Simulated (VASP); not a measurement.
Runs of VASP 6.6.1 on Au. The structure is that of space group P6_3/mmc (No. 194), or close to it. The cells are those of the table. This isn't the form of Au at room conditions, which is fcc.

```csv
task,cell,cutoff (eV),smearing,gap on the mesh (eV),pressure (GPa)
relaxation of shape and atoms at fixed volume,"relaxed from a = 2.935, b = 2.935, c = 4.924 Å, angles 90.0, 90.0, 120.0°, 2 atoms",600,fermi-dirac 0.15 eV,none,-2.7
single point,"a = 2.938, b = 2.938, c = 4.964 Å, angles 90.0, 90.0, 120.0°, 2 atoms",520,gaussian 0.1 eV,none,-3.9
relaxation of shape and atoms at fixed volume,"relaxed from a = 2.860, b = 2.860, c = 4.780 Å, angles 90.0, 90.0, 120.0°, 2 atoms",600,gaussian 0.1 eV,none,9.8
single point,"a = 2.957, b = 2.957, c = 5.043 Å, angles 90.0, 90.0, 120.0°, 2 atoms",520,gaussian 0.1 eV,none,-6.8
single point,"a = 2.864, b = 2.864, c = 4.769 Å, angles 90.0, 90.0, 120.0°, 2 atoms",520,gaussian 0.1 eV,none,9.8
single point,"a = 2.891, b = 2.891, c = 4.831 Å, angles 90.0, 90.0, 120.0°, 2 atoms",520,gaussian 0.1 eV,none,4.3
single point,"a = 2.977, b = 2.977, c = 5.164 Å, angles 90.0, 90.0, 120.0°, 2 atoms",520,gaussian 0.1 eV,none,(a)
relaxation of cell and atoms,"relaxed to 5 GPa from a = 2.916, b = 2.916, c = 4.891 Å, angles 90.0, 90.0, 120.0°, 2 atoms",600,fermi-dirac 0.15 eV,none,5.0
```

Alike in all rows: level PBE; potentials or basis VASP PAW PBE potentials, release 64 (Au); no spin polarisation; k mesh 18 × 18 × 10.

Problem. Fill in the values left out.

Solution. (a) -9.8.

Caveats: spin-orbit coupling is left out, which moves the levels of the heavy elements; the cell stands under tension (at least some runs); the cell stands under pressure (at least some runs); the cell is relaxed towards a set pressure, so the run minimises the enthalpy, not the energy (at least some runs).

A k mesh can miss the band edges, and the runs leave out spin-orbit coupling on Au.

A gap of «none» marks levels without a gap at the run's occupations.
